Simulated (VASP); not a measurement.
# SiC (Moissanite 3C) (F-43m) in VASP: a series of runs

The runs below take SiC (Moissanite 3C) through single point, with revPBE+D3(BJ).

All numbers are computed with VASP 6.6.1; they aren't measurements. Logs are shortened: lines on timing, memory, paths and dates and some standing lists are left out, and cuts for length are marked.

**The experiment to reproduce.**

“Insight into the structural, elastic and electronic properties of a new orthorhombic 6O-SiC polytype”, 2020, pmc:7200658 quotes, for a bulk crystal of SiC: band gap 2.4 eV (indirect).

The runs below are set against these values where they give the same quantity.

**1. The cell of the first run**

It takes space group F-43m (No. 216, cubic). The conventional cell has a = 4.299 Å, b = 4.299 Å, c = 4.299 Å, α = 90.00°, β = 90.00°, γ = 90.00°. Si (site symmetry -43m) has 4 C at 1.86 Å within 2.5 Å. Within 2.5 Å of C (site symmetry -43m) lie 4 Si at 1.86 Å.

**2. Single point, revPBE+D3(BJ)**

INCAR

```
SYSTEM = SiC
ALGO     = Normal         ! electronic algorithm
EDIFF    = 1E-6           ! SCF threshold, eV
ENCUT    = 600            ! plane-wave cutoff, eV
GGA      = RE             ! functional
GGA_COMPAT= .FALSE.      
ISIF     = 2              ! what is computed and relaxed
ISMEAR   = -1             ! smearing method
IVDW     = 12             ! dispersion correction
LASPH    = .TRUE.         ! aspherical terms in the spheres
LCHARG   = .FALSE.        ! write CHGCAR
LREAL    = .FALSE.        ! projectors in reciprocal space
LWAVE    = .FALSE.        ! write WAVECAR
NBANDS   = 11             ! bands
NELM     = 120            ! most SCF steps
PREC     = Accurate       ! precision mode
SIGMA    = 0.05           ! smearing width, eV
```

KPOINTS

```
k-points
0
G
  10 10 10
  0 0 0
```

POSCAR

```
SiC
1.0
    0.0000000000      2.1495504440      2.1495504440
    2.1495504440      0.0000000000      2.1495504440
    2.1495504440      2.1495504440      0.0000000000
Si C
1 1
Direct
    0.0000000000      0.0000000000      0.0000000000
    0.7500000000      0.7500000000      0.7500000000
```

Potentials or basis: VASP PAW PBE potentials, release 64 (Si, C).

On the command line:

```sh
$ cat potpaw_PBE.64/Si/POTCAR potpaw_PBE.64/C/POTCAR > POTCAR
$ mpirun -np 1 vasp_std > vasp.out
```

OUTCAR:

```text
SYSTEM = SiC
   EDIFF = 1E-6
   ENCUT = 600
   GGA = RE
   ISIF = 2
   ISMEAR = -1
   IVDW = 12
   LASPH = .TRUE.
   LREAL = .FALSE.
   NELM = 120
   PREC = Accurate
 IVDW          = 12

 ion  position               nearest neighbor table
   1  0.000  0.000  0.000-   2 1.86   2 1.86   2 1.86   2 1.86
   2  0.750  0.750  0.750-   1 1.86   1 1.86   1 1.86   1 1.86

  LATTYP: Found a face centered cubic cell.
 ALAT       =     4.2991008880

  Lattice vectors:

 A1 = (   0.0000000000,   2.1495504440,   2.1495504440)
 A2 = (   2.1495504440,   0.0000000000,   2.1495504440)
 A3 = (   2.1495504440,   2.1495504440,   0.0000000000)

Analysis of symmetry for initial positions (statically):
=====================================================================
 Subroutine PRICEL returns:
 Original cell was already a primitive cell.

 Routine SETGRP: Setting up the symmetry group for a
 face centered cubic supercell.

 Subroutine GETGRP returns: Found 24 space group operations
 (whereof 24 operations were pure point group operations)
 out of a pool of 48 trial point group operations.

The static configuration has the point symmetry T_d .

Analysis of symmetry for dynamics (positions and initial velocities):
=====================================================================
 Subroutine PRICEL returns:
 Original cell was already a primitive cell.

 Routine SETGRP: Setting up the symmetry group for a
 face centered cubic supercell.

 Subroutine GETGRP returns: Found 24 space group operations
 (whereof 24 operations were pure point group operations)
 out of a pool of 48 trial point group operations.

The dynamic configuration has the point symmetry T_d .

 Subroutine INISYM returns: Found 24 space group operations
 (whereof 24 operations are pure point group operations),
 and found     1 'primitive' translations

----------------------------------------------------------------------------------------

                                     Primitive cell

  volume of cell :      19.8643

  direct lattice vectors                    reciprocal lattice vectors
     0.000000000  2.149550444  2.149550444    -0.232606777  0.232606777  0.232606777
     2.149550444  0.000000000  2.149550444     0.232606777 -0.232606777  0.232606777
     2.149550444  2.149550444  0.000000000     0.232606777  0.232606777 -0.232606777

  length of vectors
     3.039923391  3.039923391  3.039923391     0.402886755  0.402886755  0.402886755

  position of ions in fractional coordinates (direct lattice)
     0.000000000  0.000000000  0.000000000
     0.750000000  0.750000000  0.750000000

  ion indices of the primitive-cell ions
   primitive index   ion index
                 1           1
                 2           2

----------------------------------------------------------------------------------------

 KPOINTS: k-points

Automatic generation of k-mesh.
 Grid dimensions read from file:
 generate k-points for:   10   10   10

 Generating k-lattice:

  Cartesian coordinates                     Fractional coordinates (reciprocal lattice)
    -0.023260678  0.023260678  0.023260678     0.100000000  0.000000000  0.000000000
     0.023260678 -0.023260678  0.023260678     0.000000000  0.100000000  0.000000000
     0.023260678  0.023260678 -0.023260678     0.000000000  0.000000000  0.100000000

  Length of vectors
     0.040288676  0.040288676  0.040288676

  Shift w.r.t. Gamma in fractional coordinates (k-lattice)
     0.000000000  0.000000000  0.000000000

 Subroutine IBZKPT returns following result:
 ===========================================

 Found     47 irreducible k-points:

 Following reciprocal coordinates:
            Coordinates               Weight
  0.000000  0.000000  0.000000      1.000000
  0.100000  0.000000  0.000000      8.000000
  0.200000  0.000000  0.000000      8.000000
  0.300000  0.000000  0.000000      8.000000
  0.400000  0.000000  0.000000      8.000000
  0.500000  0.000000  0.000000      4.000000
[... 16 lines left out ...]
  0.300000  0.300000  0.000000      6.000000
  0.400000  0.300000  0.000000     24.000000
 [... further k-points ...]
   k-points           NKPTS =     47   k-points in BZ     NKDIM =     47   number of bands    NBANDS=     11
   number of dos      NEDOS =    301   number of ions     NIONS =      2
   total plane-waves  NPLWV =  13824
   dimension x,y,z NGX =    24 NGY =   24 NGZ =   24
   dimension x,y,z NGXF=    48 NGYF=   48 NGZF=   48
   ions per type =               1   1
   NGX,Y,Z   is equivalent  to a cutoff of  13.13, 13.13, 13.13 a.u.
   NGXF,Y,Z  is equivalent  to a cutoff of  26.25, 26.25, 26.25 a.u.
 SYSTEM =  SiC
   PREC   = accura    normal or accurate (medium, high low for compatibility)
   ISTART =      0    job   : 0-new  1-cont  2-samecut
   ICHARG =      2    charge: 1-file 2-atom 10-const
   ISPIN  =      1    spin polarized calculation?
   LNONCOLLINEAR =      F non collinear calculations
   LSORBIT =      F    spin-orbit coupling
   LASPH  =      T    aspherical Exc in radial PAW
   ENCUT  =  600.0 eV  44.10 Ry    6.64 a.u.   6.07  6.07  6.07*2*pi/ulx,y,z
   NELM   =    120;   NELMIN=  2; NELMDL= -5     # of ELM steps
   EDIFF  = 0.1E-05   stopping-criterion for ELM
   LREAL  =      F    real-space projection
   EDIFFG = 0.1E-04   stopping-criterion for IOM
   NSW    =      0    number of steps for IOM
   IBRION =     -1    ionic relax: 0-MD 1-quasi-New 2-CG
   NFREE  =      0    steps in history (QN), initial steepest desc. (CG)
   ISIF   =      2    stress and relaxation
   ISYM   =      2    0-nonsym 1-usesym 2-fastsym
   POTIM  = 0.5000    time-step for ionic-motion
   TEBEG  =    0.0;   TEEND  =   0.0 temperature during run
   PSTRESS=    0.0 pullay stress
   NELECT =       8.0000    total number of electrons
   NUPDOWN=      -1.0000    fix difference up-down
   EMIN   =  10.00;   EMAX   =-10.00  energy-range for DOS
   EFERMI =   0.00;   METHOD = LEGACY
   ISMEAR =    -1;   SIGMA  =   0.05  broadening in eV -4-tet -1-fermi 0-gaus
   EFERMI_NEDOS =   21; number of points for ismear=-14 and -15
   IALGO  =     38    algorithm
   IMIX   =      4    mixing-type and parameters
     AMIX     =   0.40;   BMIX     =  1.00
     AMIX_MAG =   1.60;   BMIX_MAG =  1.00
  volume/ion in A,a.u.               =       9.93        67.03
  Fermi-wavevector in a.u.,A,eV,Ry     =   1.208965  2.284613 19.886237  1.461597
  Thomas-Fermi vector in A             =   2.344557
   LORBIT       =      0    0 simple, 1 ext, 2 COOP (PROOUT), +10 PAW based schemes
   GGA     = RE    functional components
   LHFCALC =     F    Hartree Fock is set to
   AEXX    =    0.0000 exact exchange contribution
   IVDW    =    12    specifies the selected vdW correction
   LEPSILON=     F    determine dielectric tensor
   LRPA    =     F    only Hartree local field effects (RPA)
 non-spin polarized calculation
  energy-cutoff  :      600.00
  volume of cell :       19.86
 maximum number of plane-waves:       678
   NGX = 13   NGY = 13   NGZ = 13

 number of electron       7.9999999 magnetization

 Free energy of the ion-electron system (eV)
  ---------------------------------------------------
  ext. energy  EPLUGINS =         0.00000000
  ---------------------------------------------------
  free energy    TOTEN  =       -14.39186092 eV

  energy without entropy =      -14.39186090  energy(sigma->0) =      -14.39186091

 E-fermi :   9.3163     XC(G=0): -11.4916

 val. band max:        8.6364398862   @ k =   0.0000   0.0000   0.0000
 cond. band min:       9.9548607004   @ k =   0.5000   0.5000   0.0000
 fundamental gap:      1.3184208142
 Fermi energy:         9.3163346217

 k-point     1 :       0.0000    0.0000    0.0000
  band No.  band energies     occupation
      1      -7.1046      2.00000
      2       8.6364      2.00000
      3       8.6364      2.00000
      4       8.6364      2.00000
      5      15.3570      0.00000
      6      16.2729      0.00000
      7      16.2729      0.00000
      8      16.2729      0.00000
      9      23.3397      0.00000
     10      23.3397      0.00000
     11      25.8994      0.00000

 k-point     2 :       0.1000    0.0000    0.0000
  band No.  band energies     occupation
      1      -6.9031      2.00000
      2       7.6211      2.00000
      3       8.5028      2.00000
      4       8.5028      2.00000
      5      15.5624      0.00000
      6      16.5216      0.00000
      7      16.5216      0.00000
      8      16.6068      0.00000
      9      22.3723      0.00000
     10      22.3723      0.00000
     11      25.3307      0.00000

 k-point     3 :       0.2000    0.0000    0.0000
  band No.  band energies     occupation
      1      -6.3070      2.00000
      2       5.4634      2.00000
      3       8.1955      2.00000
      4       8.1955      2.00000
      5      15.2351      0.00000
      6      16.8663      0.00000
      7      16.8663      0.00000
      8      17.8469      0.00000
      9      21.7090      0.00000
     10      21.7090      0.00000
     11      24.4213      0.00000

 k-point     4 :       0.3000    0.0000    0.0000
  band No.  band energies     occupation
      1      -5.3519      2.00000
      2       3.0930      2.00000
      3       7.8786      2.00000
      4       7.8786      2.00000
      5      14.8279      0.00000
      6      16.6601      0.00000
      7      16.6601      0.00000
      8      18.7641      0.00000
      9      22.6139      0.00000
     10      22.6139      0.00000
     11      24.2418      0.00000
[... 239 lines left out ...]
 k-point    22 :      -0.2000    0.2000    0.0000
  band No.  band energies     occupation
      1      -5.0321      2.00000
      2       3.7672      2.00000
      3       5.3537      2.00000
      4       7.9950      2.00000
      5      15.4272      0.00000
      6      17.0187      0.00000
      7      17.3130      0.00000
      8      18.2020      0.00000
      9      20.3233      0.00000
     10      24.5270      0.00000
     11      28.2479      0.00000

 k-point    23 :       0.3000    0.3000    0.0000
  band No.  band energies     occupation
      1      -4.7593      2.00000
      2       4.2615      2.00000
      3       6.2235      2.00000
      4       6.2235      2.00000
      5      11.8846      0.00000
      6      14.4414      0.00000
      7      20.6233      0.00000
      8      20.6233      0.00000
      9      21.5921      0.00000
     10      26.0034      0.00000
     11      30.7973      0.00000

 k-point    24 :       0.4000    0.3000    0.0000
  band No.  band energies     occupation
      1      -3.8612      2.00000
      2       3.0078      2.00000
      3       5.4132      2.00000
      4       5.9556      2.00000
      5      11.5449      0.00000
      6      14.4704      0.00000
      7      20.7517      0.00000
      8      20.9999      0.00000
      9      22.9602      0.00000
     10      27.0667      0.00000
     11      30.5509      0.00000

 [... further k-points ...]

------------------------ aborting loop because EDIFF is reached ----------------------------------------

 Edisp (eV)   -1.25043

 E8    (eV) :    -0.8193

  FORCE on cell =-STRESS in cart. coord.  units (eV):
  Direction    XX          YY          ZZ          XY          YZ          ZX
  --------------------------------------------------------------------------------------
  -------------------------------------------------------------------------------------
  Total       0.62149     0.62149     0.62149    -0.00000     0.00000     0.00000
  in kB      50.12705    50.12705    50.12705    -0.00000     0.00000     0.00000
  external pressure =       50.13 kB  Pullay stress =        0.00 kB

 VOLUME and BASIS-vectors are now :
 -----------------------------------------------------------------------------
  energy-cutoff  :      600.00
  volume of cell :       19.86
      direct lattice vectors                 reciprocal lattice vectors
     0.000000000  2.149550444  2.149550444    -0.232606777  0.232606777  0.232606777
     2.149550444  0.000000000  2.149550444     0.232606777 -0.232606777  0.232606777
     2.149550444  2.149550444  0.000000000     0.232606777  0.232606777 -0.232606777

 POSITION                                       TOTAL-FORCE (eV/Angst)
 -----------------------------------------------------------------------------------
      0.00000      0.00000      0.00000        -0.000000     -0.000000     -0.000000
      3.22433      3.22433      3.22433         0.000000      0.000000      0.000000
 -----------------------------------------------------------------------------------
    total drift:                               -0.000000     -0.000000     -0.000000

  FREE ENERGIE OF THE ION-ELECTRON SYSTEM (eV)
  ---------------------------------------------------
  free  energy   TOTEN  =       -15.6422902172 eV

  energy  without entropy=      -15.6422901921  energy(sigma->0) =      -15.64229020
```

It took 19 s on 1 thread of Intel Xeon 8259CL, shared host; peak memory 0.15 GiB.

Results:

| Property | Result |
| --- | --- |
| Free energy | -15.6423 eV |
| Pressure | 5.0 GPa |
| Band gap on the k mesh | 1.32 eV, indirect (least direct gap 4.57 eV) |
| Dispersion energy per atom | -0.625 eV |

Caveat: the PAW data sets were made with another functional, which shifts forces and pressure a little.

[end of part 1 of 3]
